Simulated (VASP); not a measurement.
Wanted: the native input for a VASP 6.6.1 run.

```
Task                   : single point
Functional             : PBE
Potentials or basis    : VASP PAW PBE potentials, release 64 (Mg)
Cutoff                 : 520 eV
k mesh                 : 16 × 16 × 16
Occupations            : gaussian, width 0.1 eV
Spin                   : no spin polarisation
Dipole correction      : no
Further INCAR settings : ALGO = Normal; EDIFF = 1e-06; NBANDS = 7
```

The structure of Mg lies in POSCAR:

```
Mg
1.0
   -1.8342257183      1.8342257183      1.7075974070
    1.8342257183     -1.8342257183      1.7075974070
    1.8342257183      1.8342257183     -1.7075974070
Mg
1
Direct
    0.0000000000      0.0000000000      0.0000000000
```

One way to write it, as run:

INCAR

```
PREC     = Accurate       # precision mode
ENCUT    = 520            # plane-wave cutoff, eV
EDIFF    = 1E-6           # SCF threshold, eV
ISMEAR   = 0              # smearing method
SIGMA    = 0.1            # smearing width, eV
LREAL    = F              # projectors in reciprocal space
LASPH    = T              # aspherical terms in the spheres
NELM     = 60             # most SCF steps
ALGO     = Normal         # electronic algorithm
ISIF     = 2              # what is computed and relaxed
LWAVE    = F              # write WAVECAR
LCHARG   = F              # write CHGCAR
GGA      = PE             # functional
NBANDS   = 7              # bands
```

KPOINTS

```
Automatic mesh
0
Gamma
  16 16 16
```

Potentials or basis: VASP PAW PBE potentials, release 64 (Mg).

Command:

```sh
$ cat potpaw_PBE.64/Mg/POTCAR > POTCAR
$ mpirun -np 1 vasp_std > vasp.out
```

Results of the run:

```
Pressure               : -0.1 GPa
Band gap on the k mesh : zero (band 1 reaches 5.96 eV, above the bottom of band 2 at 1.40 eV)
```

Wall time 18 s on 1 thread of Intel(R) Xeon(R) Platinum 8375C CPU @ 2.90GHz (Ice Lake) (shared host), peak memory 0.18 GiB.
